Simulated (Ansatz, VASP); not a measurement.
One calculation of V, two programs

```
V
1.0
    -1.47994    1.47994    1.47994
     1.47994   -1.47994    1.47994
     1.47994    1.47994   -1.47994
V
1
Cartesian
  0.0000 0.0000 0.0000
```

Alike in both runs: task single point; functional PBEsol; k mesh 18 × 18 × 18; occupations fermi-dirac, width 0.1 eV; no spin polarisation.

|  | VASP | Ansatz |
| --- | --- | --- |
| version | VASP 6.6.1 | Ansatz 0.2.0 |
| potentials or method | VASP PAW PBE potentials, release 64 (V_sv) | PAW with Ansatz's default frozen-core files, scalar-relativistic |
| plane-wave cutoff (eV) | 520 | 420 |
| valence electrons in the cell | 13 | 13 |

VASP gave:

* pressure (GPa): 0.2

Q: Estimate Ansatz's values.

A: Pressure (GPa): 0.0.

VASP's potentials were made for PBE, not for PBEsol. With one functional, cell and mesh, what is left measures potentials, basis and numerics. Ansatz's warnings: optics on partly filled bands.
